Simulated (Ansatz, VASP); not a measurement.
One calculation of Ca11O12, two programs

```
Ca O
1.0
    -6.00656   -3.46789    0.00000
     6.00656   -3.46789    0.00000
     0.00000    0.00000    9.61595
Ca O
11 12
Direct
  0.33333 0.99932 0.87612
  0.99837 0.35476 0.37563
  0.00793 0.32591 0.88026
  0.66830 0.68973 0.37563
  0.65873 0.65131 0.88026
  0.33333 0.16667 0.25000
  0.33333 0.33401 0.62388
  0.99837 0.64360 0.12437
  0.00793 0.68202 0.61974
  0.66830 0.97857 0.12437
  0.65873 0.00742 0.61974
  0.33333 0.94409 0.10161
  0.33333 0.00433 0.64070
  0.98582 0.31010 0.13043
  0.99381 0.33903 0.62657
  0.68084 0.65761 0.13043
  0.67286 0.67856 0.62657
  0.33333 0.38924 0.39839
  0.33333 0.32900 0.85930
  0.98582 0.67572 0.36957
  0.99381 0.65478 0.87343
  0.68084 0.02323 0.36957
  0.67286 0.99430 0.87343
```

Change from the starting cell: atom 6 (Ca) set half-way to the vacancy, atoms relaxed in the symmetry of that start.

Alike in both runs: functional PBE; k mesh 3 × 3 × 2; occupations gaussian, width 0.05 eV; no spin polarisation.

Ansatz relaxed the structure, and its values are those at the end. VASP's run is a single point on that final structure, the one shown.

```csv
,VASP,Ansatz
version,VASP 6.6.1,Ansatz 0.2.0
potentials or method,"VASP PAW PBE potentials, release 64 (Ca_sv, O), cutoff 520 eV","scalar-relativistic, plane waves, PAW"
valence electrons in the cell,182,182
```

|  | VASP | Ansatz | Ansatz less VASP |
| --- | --- | --- | --- |
| gap on the k mesh at the Fermi level (eV) | none | none | - |
| pressure (GPa) | 1.8 | 1.4 | -0.46 |
| rms of the force components (eV/Å) | 0.012 | 0.001 | -0.0109 |

A gap of «none» marks a metal or a gap that the smearing closes. Ansatz's warnings: stress scf threshold loose.
